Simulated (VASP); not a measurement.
# GaN (F-43m) in VASP: a series of runs, part 2 of 2

VASP 6.6.1.

## Step 3: Single point, PBE

This run uses another cell than the first one: it holds 12 atoms, not 8.

Contents of INCAR:

```
SYSTEM = GaN
PREC = Accurate ; ENCUT = 520
EDIFF = 1E-7 ; ISMEAR = 0
SIGMA = 0.05 ; LREAL = .FALSE.
LASPH = .TRUE. ; NELM = 100
ALGO = Normal ; ISIF = 2
LWAVE = .FALSE. ; LCHARG = .TRUE.
GGA = PE ; LELF = .TRUE.
LVHAR = .TRUE. ; NBANDS = 66
```

Contents of KPOINTS:

```
regular mesh
0
G
  10 10 2
  0 0 0
```

Contents of POSCAR:

```
GaN
1.0
    2.2535006075     -2.2535006075      0.0000000000
    2.2535006075      0.0000000000     -2.2535006075
    9.0140024300      9.0140024300      9.0140024300
Ga N
6 6
Direct
    0.6666666667      0.6666666667      0.1666666667
    0.0000000000      0.0000000000      0.0000000000
    0.3333333333      0.3333333333      0.3333333333
    0.6666666667      0.6666666667      0.6666666667
    0.0000000000      0.0000000000      0.5000000000
    0.3333333333      0.3333333333      0.8333333333
    0.6666666667      0.6666666667      0.5416666667
    1.0000000000      1.0000000000      0.3750000000
    0.3333333333      0.3333333333      0.7083333333
    0.6666666667      0.6666666667      0.0416666667
    0.0000000000      0.0000000000      0.8750000000
    0.3333333333      0.3333333333      0.2083333333
```

Potentials or basis: VASP PAW PBE potentials, release 64 (Ga_d, N).

Started as:

```bash
$ cat potpaw_PBE.64/Ga_d/POTCAR potpaw_PBE.64/N/POTCAR > POTCAR
$ mpirun -np 1 vasp_std > vasp.out
```

Run time: 13 min. Hardware: 1 thread of AMD EPYC 7R13, shared host; peak memory 0.31 GiB.

It converged, with:

| Quantity | Value |
| --- | --- |
| Free energy | -72.8596 eV |
| Pressure | 5.1 GPa |
| Band gap on the k mesh | 1.72 eV |

Levels at points of the mesh, in eV from the valence-band top:
| k point | band 51 | band 52 | band 53 | band 54 | band 55 | band 56 | band 57 | band 58 |
| --- | --- | --- | --- | --- | --- | --- | --- | --- |
| (0.00, 0.00, 0.00) | -0.27 | 0.00 | 0.00 | 0.00 | 1.72 | 3.33 | 3.33 | 4.47 |
| (0.50, 0.00, 0.00) | -1.46 | -1.46 | -0.97 | -0.97 | 3.35 | 4.51 | 4.51 | 4.64 |
| (0.00, 0.00, 0.50) | -0.08 | -0.08 | -0.08 | -0.08 | 2.39 | 2.39 | 4.06 | 4.06 |
| (0.50, 0.00, 0.50) | -1.38 | -1.38 | -1.11 | -1.11 | 3.71 | 3.71 | 5.06 | 5.06 |

## Step 4: Single point, PBE

This run uses another cell than the first one: it holds 12 atoms, not 8.

Contents of INCAR:

```
SYSTEM = GaN
PREC = Accurate
ENCUT = 520
EDIFF = 1E-6
ISMEAR = 0
SIGMA = 0.05
LREAL = .FALSE.
LASPH = .TRUE.
NELM = 80
ALGO = Normal
ISIF = 2
LWAVE = .FALSE.
LCHARG = .TRUE.
GGA = PE
LELF = .TRUE.
LVHAR = .TRUE.
NBANDS = 66
```

Contents of KPOINTS:

```
Automatic mesh
0
G
  6 8 3
  0 0 0
```

Contents of POSCAR:

```
GaN
1.0
    4.5070012150      0.0000000000      0.0000000000
    0.0000000000      2.2535006075     -2.2535006075
    0.0000000000      6.7605018225      6.7605018225
Ga N
6 6
Direct
    0.0000000000      0.0000000000      0.0000000000
    0.5000000000      0.5000000000      0.1666666667
    0.0000000000      0.0000000000      0.3333333333
    0.5000000000      0.5000000000      0.5000000000
    0.0000000000      0.0000000000      0.6666666667
    0.5000000000      0.5000000000      0.8333333333
    0.7500000000      0.0000000000      0.5000000000
    0.2500000000      0.5000000000      0.6666666667
    0.7500000000      0.0000000000      0.8333333333
    0.2500000000      0.5000000000      1.0000000000
    0.7500000000      0.0000000000      0.1666666667
    0.2500000000      0.5000000000      0.3333333333
```

Potentials or basis: VASP PAW PBE potentials, release 64 (Ga_d, N).

Started as:

```bash
$ cat potpaw_PBE.64/Ga_d/POTCAR potpaw_PBE.64/N/POTCAR > POTCAR
$ mpirun -np 1 vasp_std > vasp.out
```

OUTCAR:

```text
SYSTEM = GaN
   PREC = Accurate
   ENCUT = 520
   EDIFF = 1E-6
   ISMEAR = 0
   LREAL = .FALSE.
   LASPH = .TRUE.
   NELM = 80
   ISIF = 2
   GGA = PE

 ion  position               nearest neighbor table
   1  0.000  0.000  0.000-  10 1.95  10 1.95  11 1.95   9 1.95
   2  0.500  0.500  0.167-  12 1.95  11 1.95  11 1.95  10 1.95
   3  0.000  0.000  0.333-  11 1.95  12 1.95  12 1.95   7 1.95
   4  0.500  0.500  0.500-   7 1.95   7 1.95  12 1.95   8 1.95
   5  0.000  0.000  0.667-   9 1.95   8 1.95   8 1.95   7 1.95
   6  0.500  0.500  0.833-   8 1.95   9 1.95   9 1.95  10 1.95
   7  0.750  0.000  0.500-   4 1.95   4 1.95   5 1.95   3 1.95
[... 1889 lines left out ...]
  energy-cutoff  :      520.00
  volume of cell :      137.33
      direct lattice vectors                 reciprocal lattice vectors
     4.507001215  0.000000000  0.000000000     0.221877020  0.000000000  0.000000000
     0.000000000  2.253500607 -2.253500607     0.000000000  0.221877020 -0.221877020
     0.000000000  6.760501823  6.760501823     0.000000000  0.073959007  0.073959007

 POSITION                                       TOTAL-FORCE (eV/Angst)
 -----------------------------------------------------------------------------------
      0.00000      0.00000      0.00000         0.000051      0.000000      0.000000
      2.25350      2.25350      0.00000         0.000051     -0.000000     -0.000000
      0.00000      2.25350      2.25350         0.000051      0.000000      0.000000
      2.25350      4.50700      2.25350         0.000051      0.000000      0.000000
      0.00000      4.50700      4.50700         0.000051     -0.000000     -0.000000
      2.25350      6.76050      4.50700         0.000051     -0.000000     -0.000000
      3.38025      3.38025      3.38025        -0.000051     -0.000000     -0.000000
      1.12675      5.63375      3.38025        -0.000051     -0.000000     -0.000000
      3.38025      5.63375      5.63375        -0.000051     -0.000000     -0.000000
      1.12675      1.12675     -1.12675        -0.000051     -0.000000     -0.000000
      3.38025      1.12675      1.12675        -0.000051     -0.000000     -0.000000
      1.12675      3.38025      1.12675        -0.000051     -0.000000      0.000000
 -----------------------------------------------------------------------------------
    total drift:                                0.000138      0.000000     -0.000000

  FREE ENERGIE OF THE ION-ELECTRON SYSTEM (eV)
  ---------------------------------------------------
  free  energy   TOTEN  =       -72.8591338252 eV

  energy  without entropy=      -72.8591338252  energy(sigma->0) =      -72.85913383
```

stdout:

```text
POSCAR found type information on POSCAR GaN
 POSCAR found :  2 types and      12 ions
 scaLAPACK will be used
 LDA part: xc-table for (Slater+PW92), standard interpolation
 POSCAR, INCAR and KPOINTS ok, starting setup
 FFT: planning ... GRIDC
 FFT: planning ... GRID_SOFT
 FFT: planning ... GRID
 WAVECAR not read
 entering main loop
```

Wall time 7.5 min (1 thread of Oxide Virtual Turin-like, shared host); peak memory 0.35 GiB.

What came out:

| Quantity | Value |
| --- | --- |
| Free energy | -72.8591 eV |
| Pressure | 5.1 GPa |
| Band gap on the k mesh | 1.72 eV |

Levels at points of the mesh, in eV from the valence-band top:
```
           k point  band 51  band 52  band 53  band 54  band 55  band 56  band 57  band 58
(0.00, 0.00, 0.00)    -0.40     0.00     0.00     0.00     1.72     3.35     4.78     4.78
(0.50, 0.00, 0.00)    -1.11    -1.11    -1.11    -1.11     4.58     4.58     4.97     4.97
(0.00, 0.50, 0.00)    -2.67    -2.67    -1.03    -1.03     4.18     4.18     4.18     4.18
(0.50, 0.50, 0.00)    -0.97    -0.97    -0.97    -0.97     4.64     4.64     6.53     6.53
```

## Step 5: Overview

```tsv
cell	k mesh	gap on the mesh (eV)	pressure (GPa)
a = 4.507 Å, 8 atoms	6 × 6 × 6	1.72	5.1
a = 3.187, b = 3.187, c = 15.613 Å, angles 90.0, 90.0, 60.0°, 12 atoms	10 × 10 × 2	1.72	5.1
a = 4.507, b = 3.187, c = 9.561 Å, 12 atoms	6 × 8 × 3	1.72	5.1
```

Alike in all rows: task single point; level PBE; potentials or basis VASP PAW PBE potentials, release 64 (Ga_d, N); no spin polarisation; cutoff (eV) 520; smearing gaussian 0.05 eV.

Total energies depend on the potentials used, so only differences within one code and one set of settings carry meaning.
